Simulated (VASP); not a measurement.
Cu, 1 atom in the cell. Symmetry: Fm-3m, No. 225, cubic system. The conventional cell has a = 3.629 Å, b = 3.629 Å, c = 3.629 Å, α = 90.00°, β = 90.00°, γ = 90.00°. Cu (site symmetry m-3m) has 12 Cu at 2.57 Å within 3.4 Å. 

| Property | Result |
| --- | --- |
| Program | VASP 6.6.1 |
| Task | single point |
| Functional | PBE |
| Potentials or basis | VASP PAW PBE potentials, release 64 (Cu) |
| Cutoff | 520 eV |
| k mesh | 2 × 2 × 2 |
| Occupations | fermi-dirac, width 0.1 eV |
| Spin | no spin polarisation |
| Dipole correction | no |
| Further INCAR settings | ALGO = Normal; EDIFF = 1e-06; NBANDS = 12 |

Potentials or basis: VASP PAW PBE potentials, release 64 (Cu).

Run with:

```console
$ cat potpaw_PBE.64/Cu/POTCAR > POTCAR
$ mpirun -np 1 vasp_std > vasp.out
```

Hardware: 1 thread of Intel Xeon 8259CL (shared host).

Q: Estimate the wall time of this run.

A: It took 3.6 s on 1 thread of Intel Xeon 8259CL, on a shared host, peak memory 0.09 GiB. Counts: scf iterations 14, k points 3.
